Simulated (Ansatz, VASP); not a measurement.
One calculation of BaTiO3, two programs

INCAR

```
SYSTEM = BaTiO3
PREC     = Accurate       ! precision mode
ENCUT    = 520            ! plane-wave cutoff, eV
EDIFF    = 1E-7           ! SCF threshold, eV
ISMEAR   = 0              ! smearing method
SIGMA    = 0.02           ! smearing width, eV
LREAL    = .False.        ! projectors in reciprocal space
LASPH    = .True.         ! aspherical terms in the spheres
NELM     = 150            ! most SCF steps
ALGO     = Normal         ! electronic algorithm
ISIF     = 2              ! what is computed and relaxed
LWAVE    = .False.        ! write WAVECAR
LCHARG   = .True.         ! write CHGCAR
LMAXMIX  = 4              ! l up to which the mixer works
LDAU     = .True.         ! DFT+U
LDAUTYPE = 2            
LDAUL    = -1 2 -1        ! shell
LDAUU    = 0 4 0          ! U, eV
LDAUJ    = 0 0 0        
LDAUPRINT= 1            
GGA      = PE             ! functional
LELF     = .True.         ! ELF
LVHAR    = .True.       
NBANDS   = 28             ! bands
```

Contents of KPOINTS:

```
Automatic mesh
0
Gamma
  6 6 6
  0 0 0
```

Contents of POSCAR:

```
BaTiO3
1.0
    2.9892485377      1.7258434479      2.4517903641
   -2.9892485377      1.7258434479      2.4517903641
    0.0000000000     -3.4516868959      2.4517903640
Ba Ti O
1 1 3
Direct
    0.0139316048      0.0139316048      0.0139316048
    0.5267947097      0.5267947097      0.5267947097
    0.4841135183      0.9621476492      0.4841135183
    0.4841135183      0.4841135183      0.9621476492
    0.9621476492      0.4841135183      0.4841135183
```

Input for Ansatz:

```yaml
crystal:
  lattice:
    - [2.9892485377, 1.7258434479, 2.4517903641]
    - [-2.9892485377, 1.7258434479, 2.4517903641]
    - [0.0, -3.4516868959, 2.451790364]
  atoms:
    - { symbol: Ba, position: [0.0139316048, 0.0139316048, 0.0139316048] }
    - { symbol: Ti, position: [0.5267947097, 0.5267947097, 0.5267947097] }
    - { symbol: O, position: [0.4841135183, 0.9621476492, 0.4841135183] }
    - { symbol: O, position: [0.4841135183, 0.4841135183, 0.9621476492] }
    - { symbol: O, position: [0.9621476492, 0.4841135183, 0.4841135183] }
basis:
  ecutwfc: 420
kpoints:
  mp_grid: { grid: [6, 6, 6] }
  band_path: { path: [VBM, CBM], npoints: 2 }
hamiltonian:
  xc: pbe
  hubbard: { sites: [{ species: Ti, l: d, u_eff: 4.0 }] }
scf:
  occupations: { method: gaussian, width: 0.02 }
output:
  forces: true
  stress: true
  eigenvalues: true
checkpoint:
  read: start.run
  write: ck
  compress: false
  write_wavefunctions: false
  write_every: 100000
```

Alike in both runs: task single point; functional PBE; k mesh 6 × 6 × 6; occupations gaussian, width 0.02 eV; no spin polarisation; Hubbard terms Ti d U = 4.0 eV.

|  | VASP | Ansatz |
| --- | --- | --- |
| version | VASP 6.6.1 | Ansatz 0.2.0 |
| potentials or method | VASP PAW PBE potentials, release 64 (Ba_sv, Ti_sv, O), cutoff 520 eV | scalar-relativistic, plane waves, PAW |
| valence electrons in the cell | 40 | 40 |

|  | VASP | Ansatz | Ansatz less VASP |
| --- | --- | --- | --- |
| gap on the k mesh at the Fermi level (eV) | 3.20 | 3.18 | -0.014 |
| least direct gap on the mesh (eV) | 3.80 | 3.77 | -0.029 |
| pressure (GPa) | -5.7 | -8.4 | -2.64 |
| traceless stress, the component that is largest in VASP (GPa) | 1.09 | 1.82 | +0.730 |
| rms of the force components (eV/Å) | 0.334 | 0.000 | -0.3339 |

The programs project onto different local orbitals, so the same U acts differently, and such runs can settle in different states. Atom by atom the forces differ by 0.334 eV/Å (rms over components).

Spin-orbit coupling is off throughout.
